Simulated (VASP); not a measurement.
Crystal: Hf3N2.

```
Hf N
1.0
     1.59943    0.92343    7.75484
    -1.59943    0.92343    7.75484
     0.00000   -1.84686    7.75484
Hf N
3 2
Direct
  0.77942 0.77942 0.77942
  0.22058 0.22058 0.22058
  0.00000 0.00000 0.00000
  0.61192 0.61192 0.61192
  0.38808 0.38808 0.38808
```

- Program: VASP 6.6.1
- Task: relaxation of cell and atoms
- Functional: PBEsol
- Potentials or basis: VASP PAW PBE potentials, release 64 (Hf_pv, N)
- Cutoff: 600 eV
- k mesh: 3 × 3 × 3
- Occupations: gaussian, width 0.1 eV
- Spin: no spin polarisation

At the start: pressure -2.9 GPa; volume 13.74 Å³/atom.

Q: How do energy, volume and symmetry change on relaxing?

A: Over 7 steps the energy falls by 3.2 meV/atom and the volume is 13.58 Å³/atom (-1.2 %); space group R-3m (No. 166, to 0.05 Å).

The path:
| step | energy change (eV) | largest force (eV/Å) | pressure (GPa) | volume (Å³) |
| --- | --- | --- | --- | --- |
| 1 | 0.0000 | 0.3361 | -2.89 | 68.72 |
| 2 | 0.0164 | 0.2604 | 6.20 | 66.29 |
| 3 | -0.0127 | 0.2108 | 0.60 | 67.74 |
| 4 | -0.0159 | 0.0578 | -0.06 | 67.93 |
| 5 | -0.0159 | 0.0538 | -0.05 | 67.92 |
| 6 | -0.0162 | 0.0206 | 0.00 | 67.90 |
| 7 | -0.0162 | 0.0036 | 0.01 | 67.88 |

Final structure:
```cif
data_structure
_symmetry_space_group_name_H-M 'P 1'
_symmetry_Int_Tables_number 1
_cell_length_a 7.9332
_cell_length_b 7.9332
_cell_length_c 7.9332
_cell_angle_alpha 23.176
_cell_angle_beta 23.176
_cell_angle_gamma 23.176
_cell_volume 67.88
loop_
_atom_site_label
_atom_site_type_symbol
_atom_site_fract_x
_atom_site_fract_y
_atom_site_fract_z
_atom_site_occupancy
Hf1 Hf 0.77899 0.77899 0.77899 1
Hf2 Hf 0.22101 0.22101 0.22101 1
Hf3 Hf 0.00000 0.00000 0.00000 1
N1 N 0.61112 0.61112 0.61112 1
N2 N 0.38888 0.38888 0.38888 1
```

Caveat: the k points lie up to 0.76 Å⁻¹ apart in the final cell; the PAW data sets were made with another functional, which shifts forces and pressure a little.
